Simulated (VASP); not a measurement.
**PbSe (rock salt type): single point with HSE06**

The system is PbSe (rock salt type).

```
Pb Se
1.0
     0.00000    3.10500    3.10500
     3.10500    0.00000    3.10500
     3.10500    3.10500    0.00000
Pb Se
1 1
Cartesian
  0.0000 0.0000 0.0000
  3.1050 3.1050 3.1050
```

```json
{"Program": "VASP 6.6.1", "Task": "single point", "Functional": "HSE06", "Potentials or basis": "VASP PAW PBE potentials, release 64 (Pb_d, Se)", "Cutoff": "520 eV", "k mesh": "6 × 6 × 6", "Occupations": "fermi-dirac, width 0.02 eV", "Spin": "no spin polarisation"}
```

* Pressure: -1.0 GPa
* Band gap on the k mesh: 0.86 eV

Levels at points of the mesh, in eV from the valence-band top:
```
           k point  band 6  band 7  band 8  band 9  band 10  band 11  band 12  band 13  band 14  band 15
(0.00, 0.00, 0.00)  -14.61   -6.69   -1.95   -1.95    -1.95     5.42     5.42     5.42     7.29     7.29
(0.50, 0.00, 0.00)  -13.54   -9.31   -1.56   -1.56     0.00     0.86     2.30     2.30     9.31    10.99
(0.50, 0.50, 0.00)  -13.19   -7.79   -5.17   -3.35    -3.35     4.39     6.33     6.33     6.77    12.15
```

Run time: 110 min on 1 thread of Oxide Virtual Turin-like Processor, on a shared host, peak memory 0.31 GiB.

Caveat: the PAW data sets were made with another functional, which shifts forces and pressure a little; spin-orbit coupling is left out, which moves the levels of the heavy elements. A k mesh can miss the band edges.
